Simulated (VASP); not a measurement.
A run of VASP 6.6.1:

The input INCAR:

```
PREC = Accurate
ENCUT = 520
EDIFF = 1E-6
ISMEAR = 0
SIGMA = 0.05
LREAL = False
LASPH = True
NELM = 100
ALGO = Normal
ISIF = 2
LWAVE = False
LCHARG = False
GGA = PS
NBANDS = 34
```

The input KPOINTS:

```
Automatic mesh
0
Gamma
  8 8 8
```

The input POSCAR:

```
LaRu3
1.0
    0.0000000000      3.1990814861      3.1990814861
    3.1990814861      0.0000000000      3.1990814861
    3.1990814861      3.1990814861      0.0000000000
La Ru
1 3
Direct
    0.0000000000      0.0000000000      0.0000000000
    0.5000000000      0.5000000000      0.5000000000
    0.2500000000      0.2500000000      0.2500000000
    0.7500000000      0.7500000000      0.7500000000
```

Potentials or basis: VASP PAW PBE potentials, release 64 (La, Ru_pv).

Command:

```sh
$ cat potpaw_PBE.64/La/POTCAR potpaw_PBE.64/Ru_pv/POTCAR > POTCAR
$ mpirun -np 1 vasp_std > vasp.out
```

Hardware: 1 thread of AMD EPYC 7R43 64-Core Processor (Zen 3) (shared host).

Q: Estimate the wall time of this run.

A: It took 88 s on 1 thread of AMD EPYC 7R43 64-Core Processor (Zen 3), with other jobs on the host, peak memory 0.21 GiB. Counts: scf iterations 15, k points 29.
